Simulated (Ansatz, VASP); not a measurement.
# Be7B: VASP beside Ansatz

File INCAR:

```
SYSTEM = Be7B
PREC = Accurate
ENCUT = 520
EDIFF = 1E-6
ISMEAR = 0
SIGMA = 0.1
LREAL = .FALSE.
LASPH = .TRUE.
NELM = 100
ALGO = Normal
ISIF = 2
LWAVE = .FALSE.
LCHARG = .FALSE.
GGA = PE
NBANDS = 18
```

File KPOINTS:

```
Automatic mesh
0
G
  6 6 6
  0 0 0
```

The input POSCAR:

```
Be7B
1.0
   -2.4638978000      2.4638978000      2.4638978000
    2.4638978000     -2.4638978000      2.4638978000
    2.4638978000      2.4638978000     -2.4638978000
Be B
7 1
Direct
    0.0000000000      0.5000000000      0.5000000000
    0.5000000000      0.5000000000      0.0000000000
    0.5000000000      0.0000000000      0.5000000000
    0.0000000000      0.0000000000      0.5000000000
    0.0000000000      0.5000000000      0.0000000000
    0.5000000000      0.0000000000      0.0000000000
    0.5000000000      0.5000000000      0.5000000000
    0.0000000000      0.0000000000      0.0000000000
```

Input for Ansatz:

```yaml
crystal:
  lattice:
    - [-2.4638978, 2.4638978, 2.4638978]
    - [2.4638978, -2.4638978, 2.4638978]
    - [2.4638978, 2.4638978, -2.4638978]
  atoms:
    - { symbol: Be, position: [0.0, 0.5, 0.5] }
    - { symbol: Be, position: [0.5, 0.5, 0.0] }
    - { symbol: Be, position: [0.5, 0.0, 0.5] }
    - { symbol: Be, position: [0.0, 0.0, 0.5] }
    - { symbol: Be, position: [0.0, 0.5, 0.0] }
    - { symbol: Be, position: [0.5, 0.0, 0.0] }
    - { symbol: Be, position: [0.5, 0.5, 0.5] }
    - { symbol: B, position: [0.0, 0.0, 0.0] }
basis:
  ecutwfc: 420
kpoints:
  mp_grid: { grid: [6, 6, 6] }
hamiltonian:
  xc: pbe
scf:
  occupations: { method: gaussian, width: 0.1 }
  lower_state_search: "off"
output:
  forces: true
  stress: true
  eigenvalues: true
```

Change from the starting cell: species swapped into the Fe7Co type (Im-3m, No. 229).

Alike in both runs: task single point; functional PBE; k mesh 6 × 6 × 6; occupations gaussian, width 0.1 eV; no spin polarisation.

```csv
,VASP,Ansatz
version,VASP 6.6.1,Ansatz 0.2.0
potentials or method,"VASP PAW PBE potentials, release 64 (Be, B), cutoff 520 eV","scalar-relativistic, plane waves, PAW"
valence electrons in the cell,17,17
```

Ansatz gave:

| Quantity | Value |
| --- | --- |
| gap on the k mesh at the Fermi level (eV) | none |
| pressure (GPa) | 2.9 |

Problem. What did VASP give for the same quantities?

Solution. gap on the k mesh at the Fermi level (eV): none; pressure (GPa): 3.0.

A gap of «none» marks a metal or a gap that the smearing closes.
